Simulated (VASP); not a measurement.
# SiC (F-43m) in VASP: a series of runs

The runs below take SiC through single point, with PBE.

Program: VASP 6.6.1. These are calculated values, not measurements. Logs are shortened: lines on timing, memory, paths and dates and some standing lists are left out, and cuts for length are marked.

### Step 1. The cell of the first run

It takes space group F-43m (No. 216, cubic). Conventional cell: a = 4.471 Å, b = 4.471 Å, c = 4.471 Å, α = 90.00°, β = 90.00°, γ = 90.00°. Si (site symmetry -43m) has 4 C at 1.94 Å within 2.6 Å. C (site symmetry -43m) has 4 Si at 1.94 Å within 2.6 Å.

### Step 2. Single point, PBE

Contents of INCAR:

```
SYSTEM = SiC
  PREC = Accurate
  ENCUT = 600
  EDIFF = 1E-6
  ISMEAR = 0
  SIGMA = 0.01
  LREAL = .False.
  LASPH = .True.
  NELM = 120
  ALGO = Normal
  ISIF = 2
  LWAVE = .False.
  LCHARG = .False.
  GGA = PE
  NBANDS = 11
  GGA_COMPAT = .False.
```

Contents of KPOINTS:

```
Automatic mesh
0
Gamma
  6 6 6
  0 0 0
```

Contents of POSCAR:

```
SiC
1.0
    0.0000000000      2.2356225527      2.2356225527
    2.2356225527      0.0000000000      2.2356225527
    2.2356225527      2.2356225527      0.0000000000
Si C
1 1
Direct
    0.0000000000      0.0000000000      0.0000000000
    0.2500000000      0.2500000000      0.2500000000
```

Potentials or basis: VASP PAW PBE potentials, release 64 (Si, C).

The run is started by

```console
> cat potpaw_PBE.64/Si/POTCAR potpaw_PBE.64/C/POTCAR > POTCAR
> mpirun -np 1 vasp_std > vasp.out
```

OUTCAR:

```text
SYSTEM = SiC
   PREC = Accurate
   ENCUT = 600
   EDIFF = 1E-6
   ISMEAR = 0
   LREAL = .False.
   LASPH = .True.
   NELM = 120
   ISIF = 2
   GGA = PE

 ion  position               nearest neighbor table
   1  0.000  0.000  0.000-   2 1.94   2 1.94   2 1.94   2 1.94
   2  0.250  0.250  0.250-   1 1.94   1 1.94   1 1.94   1 1.94

  LATTYP: Found a face centered cubic cell.
 ALAT       =     4.4712451054

  Lattice vectors:

 A1 = (   0.0000000000,   2.2356225527,   2.2356225527)
 A2 = (   2.2356225527,   0.0000000000,   2.2356225527)
 A3 = (   2.2356225527,   2.2356225527,   0.0000000000)

Analysis of symmetry for initial positions (statically):
=====================================================================
 Subroutine PRICEL returns:
 Original cell was already a primitive cell.

 Routine SETGRP: Setting up the symmetry group for a
 face centered cubic supercell.

 Subroutine GETGRP returns: Found 24 space group operations
 (whereof 24 operations were pure point group operations)
 out of a pool of 48 trial point group operations.

The static configuration has the point symmetry T_d .

Analysis of symmetry for dynamics (positions and initial velocities):
=====================================================================
 Subroutine PRICEL returns:
 Original cell was already a primitive cell.

 Routine SETGRP: Setting up the symmetry group for a
 face centered cubic supercell.

 Subroutine GETGRP returns: Found 24 space group operations
 (whereof 24 operations were pure point group operations)
 out of a pool of 48 trial point group operations.

The dynamic configuration has the point symmetry T_d .

 Subroutine INISYM returns: Found 24 space group operations
 (whereof 24 operations are pure point group operations),
 and found     1 'primitive' translations

----------------------------------------------------------------------------------------

                                     Primitive cell

  volume of cell :      22.3473

  direct lattice vectors                    reciprocal lattice vectors
     0.000000000  2.235622553  2.235622553    -0.223651349  0.223651349  0.223651349
     2.235622553  0.000000000  2.235622553     0.223651349 -0.223651349  0.223651349
     2.235622553  2.235622553  0.000000000     0.223651349  0.223651349 -0.223651349

  length of vectors
     3.161647734  3.161647734  3.161647734     0.387375500  0.387375500  0.387375500

[... 78 lines left out ...]
   ISYM   =      2    0-nonsym 1-usesym 2-fastsym
   POTIM  = 0.5000    time-step for ionic-motion
   TEBEG  =    0.0;   TEEND  =   0.0 temperature during run
   PSTRESS=    0.0 pullay stress
   NELECT =       8.0000    total number of electrons
   NUPDOWN=      -1.0000    fix difference up-down
   EMIN   =  10.00;   EMAX   =-10.00  energy-range for DOS
   EFERMI =   0.00;   METHOD = LEGACY
   ISMEAR =     0;   SIGMA  =   0.01  broadening in eV -4-tet -1-fermi 0-gaus
   EFERMI_NEDOS =   21; number of points for ismear=-14 and -15
   IALGO  =     38    algorithm
   IMIX   =      4    mixing-type and parameters
     AMIX     =   0.40;   BMIX     =  1.00
     AMIX_MAG =   1.60;   BMIX_MAG =  1.00
  volume/ion in A,a.u.               =      11.17        75.40
  Fermi-wavevector in a.u.,A,eV,Ry     =   1.162420  2.196655 18.384463  1.351220
  Thomas-Fermi vector in A             =   2.298981
   LORBIT       =      0    0 simple, 1 ext, 2 COOP (PROOUT), +10 PAW based schemes
   GGA     = PE    functional components
   LHFCALC =     F    Hartree Fock is set to
   AEXX    =    0.0000 exact exchange contribution
   IVDW    =     0    specifies the selected vdW correction
   LEPSILON=     F    determine dielectric tensor
   LRPA    =     F    only Hartree local field effects (RPA)
 non-spin polarized calculation
 Gauss-broadening in eV      SIGMA  =   0.01
  energy-cutoff  :      600.00
  volume of cell :       22.35
 maximum number of plane-waves:       754
 NGX is ok and might be reduce to    28
   NGX = 13   NGY = 13   NGZ = 13

 number of electron       8.0000000 magnetization

 Free energy of the ion-electron system (eV)
  ---------------------------------------------------
  ext. energy  EPLUGINS =         0.00000000
  ---------------------------------------------------
  free energy    TOTEN  =       -15.00021865 eV

  energy without entropy =      -15.00021865  energy(sigma->0) =      -15.00021865

 E-fermi :   7.4072     XC(G=0): -11.0210

 val. band max:        7.2729958251   @ k =   0.0000   0.0000   0.0000
 cond. band min:       8.6913408981   @ k =   0.5000   0.5000   0.0000
 fundamental gap:      1.4183450730
 Fermi energy:         7.4071504998

 k-point     1 :       0.0000    0.0000    0.0000
  band No.  band energies     occupation
      1      -7.5422      2.00000
      2       7.2730      2.00000
      3       7.2730      2.00000
      4       7.2730      2.00000
      5      12.6097      0.00000
      6      14.0602      0.00000
      7      14.0602      0.00000
      8      14.0602      0.00000
      9      21.3348      0.00000
     10      21.3348      0.00000
     11      22.5894      0.00000
[... 197 lines left out ...]
 k-point    16 :      -0.3333    0.5000    0.1667
  band No.  band energies     occupation
      1      -2.7335      2.00000
      2       0.1443      2.00000
      3       3.0384      2.00000
      4       3.1521      2.00000
      5      11.1820      0.00000
      6      13.9185      0.00000
      7      17.4375      0.00000
      8      18.7355      0.00000
      9      20.5542      0.00000
     10      24.2323      0.00000
     11      27.0811      0.00000

------------------------ aborting loop because EDIFF is reached ----------------------------------------

  FORCE on cell =-STRESS in cart. coord.  units (eV):
  Direction    XX          YY          ZZ          XY          YZ          ZX
  --------------------------------------------------------------------------------------
  -------------------------------------------------------------------------------------
  Total       -1.6447938     -1.6447938     -1.6447938     -0.0000000     -0.0000000      0.0000000
  in kB     -117.9224818   -117.9224818   -117.9224818     -0.0000000     -0.0000000      0.0000000
  external PRESSURE =    -117.9224818 kB  Pullay stress =       0.0000000 kB

 VOLUME and BASIS-vectors are now :
 -----------------------------------------------------------------------------
  energy-cutoff  :      600.00
  volume of cell :       22.35
      direct lattice vectors                 reciprocal lattice vectors
     0.000000000  2.235622553  2.235622553    -0.223651349  0.223651349  0.223651349
     2.235622553  0.000000000  2.235622553     0.223651349 -0.223651349  0.223651349
     2.235622553  2.235622553  0.000000000     0.223651349  0.223651349 -0.223651349

 POSITION                                       TOTAL-FORCE (eV/Angst)
 -----------------------------------------------------------------------------------
      0.00000      0.00000      0.00000         0.000000      0.000000      0.000000
      1.11781      1.11781      1.11781        -0.000000     -0.000000     -0.000000
 -----------------------------------------------------------------------------------
    total drift:                               -0.000000     -0.000000      0.000000

  FREE ENERGIE OF THE ION-ELECTRON SYSTEM (eV)
  ---------------------------------------------------
  free  energy   TOTEN  =       -15.0002186530 eV

  energy  without entropy=      -15.0002186530  energy(sigma->0) =      -15.00021865
```

Wall time 5.4 s (1 thread of Intel Xeon Platinum 8559C (Emerald Rapids), shared host); peak memory 0.14 GiB.

Results:

| Property | Result |
| --- | --- |
| Free energy | -15.0002 eV |
| Pressure | -11.8 GPa |
| Band gap on the k mesh | 1.42 eV, indirect (least direct gap 4.46 eV) |

A k mesh can miss the band edges. PBE gaps usually lie below the measured ones, often by a third to a half.

### Step 3. Single point, PBE

This run uses another cell than the first one, of 9.93 Å³/atom, 0.889 times its volume.

Contents of INCAR:

```
SYSTEM = SiC
PREC = Accurate
ENCUT = 600
EDIFF = 1E-6
ISMEAR = 0
SIGMA = 0.01
LREAL = .FALSE.
LASPH = .TRUE.
NELM = 120
ALGO = Normal
ISIF = 2
LWAVE = .FALSE.
LCHARG = .FALSE.
GGA = PE
NBANDS = 11
GGA_COMPAT = .FALSE.
```

Contents of KPOINTS:

```
regular mesh
0
G
  6 6 6
  0 0 0
```

Contents of POSCAR:

```
SiC
1.0
    0.0000000000      2.1495504440      2.1495504440
    2.1495504440      0.0000000000      2.1495504440
    2.1495504440      2.1495504440      0.0000000000
Si C
1 1
Direct
    0.0000000000      0.0000000000      0.0000000000
    0.2500000000      0.2500000000      0.2500000000
```

Potentials or basis: VASP PAW PBE potentials, release 64 (Si, C).

The run is started by

```console
> cat potpaw_PBE.64/Si/POTCAR potpaw_PBE.64/C/POTCAR > POTCAR
> mpirun -np 1 vasp_std > vasp.out
```

Wall time 3 s (1 thread of Intel Xeon Platinum 8559C (Emerald Rapids), shared host); peak memory 0.13 GiB.

Results (log left out):

```yaml
Free_energy: -15.0068 eV
Pressure: 13.0 GPa
Band_gap_on_the_k_mesh: 1.31 eV, indirect (least direct gap 4.58 eV)
```

Levels at points of the mesh, in eV from the valence-band top:
| k point | band 1 | band 2 | band 3 | band 4 | band 5 | band 6 | band 7 | band 8 |
| --- | --- | --- | --- | --- | --- | --- | --- | --- |
| (0.00, 0.00, 0.00) | -15.73 | 0.00 | 0.00 | 0.00 | 6.71 | 7.59 | 7.59 | 7.59 |
| (0.50, 0.00, 0.00) | -12.01 | -8.77 | -1.06 | -1.06 | 5.80 | 7.39 | 7.39 | 10.28 |
| (0.50, 0.50, 0.00) | -10.52 | -7.93 | -3.27 | -3.27 | 1.31 | 4.46 | 14.51 | 14.51 |

Caveat: the k points lie up to 0.42 Å⁻¹ apart.

### Step 4. Single point, PBE

This run uses another cell than the first one, of 10.35 Å³/atom, 0.926 times its volume.

Contents of INCAR:

```
PREC = Accurate
ENCUT = 600
EDIFF = 1E-6
ISMEAR = 0
SIGMA = 0.01
LREAL = False
LASPH = True
NELM = 120
ALGO = Normal
ISIF = 2
LWAVE = False
LCHARG = False
GGA = PE
NBANDS = 11
GGA_COMPAT = False
```

Contents of KPOINTS:

```
Automatic mesh
0
Gamma
  2 2 2
```

Contents of POSCAR:

```
SiC
1.0
    0.0000000000      2.1790000000      2.1790000000
    2.1790000000      0.0000000000      2.1790000000
    2.1790000000      2.1790000000      0.0000000000
Si C
1 1
Direct
    0.0000000000      0.0000000000      0.0000000000
    0.2500000000      0.2500000000      0.2500000000
```

The run is started by

```console
> cat potpaw_PBE.64/Si/POTCAR potpaw_PBE.64/C/POTCAR > POTCAR
> mpirun -np 1 vasp_std > vasp.out
```

Run time: 5.3 s. Hardware: 1 thread of Intel Xeon 8259CL, shared host; peak memory 0.14 GiB.

Results (log left out):

```yaml
Free_energy: -12.5617 eV
Pressure: 11.7 GPa
Band_gap_on_the_k_mesh: 0.94 eV, indirect (least direct gap 4.29 eV)
```

Levels at points of the mesh, in eV from the valence-band top:
```csv
k point,band 2,band 3,band 4,band 5,band 6,band 7
"(0.00, 0.00, 0.00)",0.00,0.00,0.00,6.16,6.84,6.84
"(0.50, 0.00, 0.00)",-8.85,-1.11,-1.11,5.16,6.76,6.76
"(0.50, 0.50, 0.00)",-8.09,-3.36,-3.36,0.94,3.91,13.83
```

Caveat: the k points lie up to 1.25 Å⁻¹ apart.

### Step 5. Single point, PBE

This run uses another cell than the first one, of 10.35 Å³/atom, 0.926 times its volume.

Contents of INCAR:

```
SYSTEM = SiC
PREC = Accurate ; ENCUT = 600
EDIFF = 1E-6 ; ISMEAR = 0
SIGMA = 0.01 ; LREAL = .FALSE.
LASPH = .TRUE. ; NELM = 120
ALGO = Normal ; ISIF = 2
LWAVE = .FALSE. ; LCHARG = .FALSE.
GGA = PE ; NBANDS = 11
GGA_COMPAT = .FALSE.
```

Contents of KPOINTS:

```
regular mesh
0
G
  2 2 2
  0 0 0
```

POSCAR is that of step 4.

The run is started by

```console
> cat potpaw_PBE.64/Si/POTCAR potpaw_PBE.64/C/POTCAR > POTCAR
> mpirun -np 1 vasp_std > vasp.out
```

Wall time 4.5 s (1 thread of Intel Xeon 8259CL, shared host); peak memory 0.14 GiB.

The run converged. Its results:

```yaml
Free_energy: -12.5617 eV
Pressure: 11.7 GPa
Band_gap_on_the_k_mesh: 0.94 eV, indirect (least direct gap 4.29 eV)
```

Levels at points of the mesh, in eV from the valence-band top:
| k point | band 2 | band 3 | band 4 | band 5 | band 6 | band 7 |
| --- | --- | --- | --- | --- | --- | --- |
| (0.00, 0.00, 0.00) | 0.00 | 0.00 | 0.00 | 6.16 | 6.84 | 6.84 |
| (0.50, 0.00, 0.00) | -8.85 | -1.11 | -1.11 | 5.16 | 6.76 | 6.76 |
| (0.50, 0.50, 0.00) | -8.09 | -3.36 | -3.36 | 0.94 | 3.91 | 13.83 |

Caveat: the k points lie up to 1.25 Å⁻¹ apart.

### Step 6. Single point, PBE

This run uses another cell than the first one, of 10.76 Å³/atom, 0.963 times its volume.

Contents of INCAR:

```
PREC = Accurate ; ENCUT = 600
EDIFF = 1E-6 ; ISMEAR = 0
SIGMA = 0.01 ; LREAL = F
LASPH = T ; NELM = 120
ALGO = Normal ; ISIF = 2
LWAVE = F ; LCHARG = T
GGA = PE ; LELF = T
LVHAR = T ; NBANDS = 11
GGA_COMPAT = F
```

Contents of KPOINTS:

```
regular mesh
0
Gamma
  4 4 4
```

Contents of POSCAR:

```
SiC
1.0
    0.0000000000      2.2076743409      2.2076743409
    2.2076743409      0.0000000000      2.2076743409
    2.2076743409      2.2076743409      0.0000000000
Si C
1 1
Direct
    0.0000000000      0.0000000000      0.0000000000
    0.2500000000      0.2500000000      0.2500000000
```

Potentials or basis: VASP PAW PBE potentials, release 64 (Si, C).

The run is started by

```console
> cat potpaw_PBE.64/Si/POTCAR potpaw_PBE.64/C/POTCAR > POTCAR
> mpirun -np 1 vasp_std > vasp.out
```

OUTCAR:

```text
PREC = Accurate
   ENCUT = 600
   EDIFF = 1E-6
   ISMEAR = 0
   LREAL = F
   LASPH = T
   NELM = 120
   ISIF = 2
   GGA = PE

 ion  position               nearest neighbor table
   1  0.000  0.000  0.000-   2 1.91   2 1.91   2 1.91   2 1.91
   2  0.250  0.250  0.250-   1 1.91   1 1.91   1 1.91   1 1.91

  LATTYP: Found a face centered cubic cell.
 ALAT       =     4.4153486818

  Lattice vectors:

 A1 = (   0.0000000000,   2.2076743409,   2.2076743409)
[... 280 lines left out ...]
------------------------ aborting loop because EDIFF is reached ----------------------------------------

  FORCE on cell =-STRESS in cart. coord.  units (eV):
  Direction    XX          YY          ZZ          XY          YZ          ZX
  --------------------------------------------------------------------------------------
  -------------------------------------------------------------------------------------
  Total       -0.6383083     -0.6383083     -0.6383083      0.0000000      0.0000000      0.0000000
  in kB      -47.5232438    -47.5232438    -47.5232438      0.0000000      0.0000000      0.0000000
  external PRESSURE =     -47.5232438 kB  Pullay stress =       0.0000000 kB

 VOLUME and BASIS-vectors are now :
 -----------------------------------------------------------------------------
  energy-cutoff  :      600.00
  volume of cell :       21.52
      direct lattice vectors                 reciprocal lattice vectors
     0.000000000  2.207674341  2.207674341    -0.226482679  0.226482679  0.226482679
     2.207674341  0.000000000  2.207674341     0.226482679 -0.226482679  0.226482679
     2.207674341  2.207674341  0.000000000     0.226482679  0.226482679 -0.226482679

 POSITION                                       TOTAL-FORCE (eV/Angst)
 -----------------------------------------------------------------------------------
      0.00000      0.00000      0.00000         0.000000     -0.000000     -0.000000
      1.10384      1.10384      1.10384        -0.000000      0.000000      0.000000
 -----------------------------------------------------------------------------------
    total drift:                               -0.000000     -0.000000     -0.000000

  FREE ENERGIE OF THE ION-ELECTRON SYSTEM (eV)
  ---------------------------------------------------
  free  energy   TOTEN  =       -14.9300093618 eV

  energy  without entropy=      -14.9300093618  energy(sigma->0) =      -14.93000936
```

OSZICAR:

```text
N       E                     dE             d eps       ncg     rms          rms(c)
DAV:   1     0.259754019014E+01    0.25975E+01   -0.40398E+03   176   0.656E+02
DAV:   2    -0.160897210469E+02   -0.18687E+02   -0.16150E+02   210   0.106E+02
DAV:   3    -0.167450026946E+02   -0.65528E+00   -0.65406E+00   221   0.161E+01
DAV:   4    -0.167478390191E+02   -0.28363E-02   -0.28360E-02   194   0.131E+00
DAV:   5    -0.167478534103E+02   -0.14391E-04   -0.14391E-04   218   0.860E-02    0.848E+00
DAV:   6    -0.149812209902E+02    0.17666E+01   -0.64095E+00   191   0.113E+01    0.373E+00
DAV:   7    -0.149371298236E+02    0.44091E-01   -0.38547E-01   209   0.355E+00    0.172E+00
DAV:   8    -0.149297673334E+02    0.73625E-02   -0.22551E-02   197   0.986E-01    0.173E-01
DAV:   9    -0.149298621773E+02   -0.94844E-04   -0.20904E-03   217   0.251E-01    0.116E-01
DAV:  10    -0.149300046969E+02   -0.14252E-03   -0.30590E-04   200   0.105E-01    0.293E-02
DAV:  11    -0.149300087850E+02   -0.40881E-05   -0.51982E-05   200   0.377E-02    0.685E-03
DAV:  12    -0.149300093618E+02   -0.57677E-06   -0.19796E-06   174   0.909E-03
   1 F= -.14930009E+02 E0= -.14930009E+02  d E =-.774218E-22
```

Wall time 6.9 s (1 thread of Intel Xeon 8259CL, shared host); peak memory 0.15 GiB.

Results:

| Property | Result |
| --- | --- |
| Free energy | -14.9300 eV |
| Pressure | -4.8 GPa |
| Band gap on the k mesh | 1.35 eV, indirect (least direct gap 4.47 eV) |

Levels at points of the mesh, in eV from the valence-band top:
| k point | band 1 | band 2 | band 3 | band 4 | band 5 | band 6 | band 7 | band 8 | band 9 |
| --- | --- | --- | --- | --- | --- | --- | --- | --- | --- |
| (0.00, 0.00, 0.00) | -15.12 | 0.00 | 0.00 | 0.00 | 5.77 | 6.99 | 6.99 | 6.99 | 14.23 |
| (0.50, 0.00, 0.00) | -11.69 | -8.36 | -1.05 | -1.05 | 5.05 | 7.02 | 7.02 | 9.82 | 15.72 |
| (0.50, 0.50, 0.00) | -10.27 | -7.70 | -3.13 | -3.13 | 1.35 | 4.15 | 13.56 | 13.56 | 14.28 |

Caveat: the k points lie up to 0.62 Å⁻¹ apart. A k mesh can miss the band edges.

### Step 7. Summary

```csv
cell,k mesh,gap on the mesh (eV),pressure (GPa)
"a = 3.162 Å, angles 60.0°, 2 atoms",6 × 6 × 6,1.42,-11.8
"a = 3.040 Å, angles 60.0°, 2 atoms",6 × 6 × 6,1.31,13.0
"a = 3.082 Å, angles 60.0°, 2 atoms",2 × 2 × 2,0.94,11.7
"a = 3.122 Å, angles 60.0°, 2 atoms",4 × 4 × 4,1.35,-4.8
```

Alike in all rows: task single point; level PBE; potentials or basis VASP PAW PBE potentials, release 64 (Si, C); no spin polarisation; cutoff (eV) 600; smearing gaussian 0.01 eV.

Caveats: some runs use coarse meshes.

Total energies depend on the potentials used, so only differences within one code and one set of settings carry meaning.
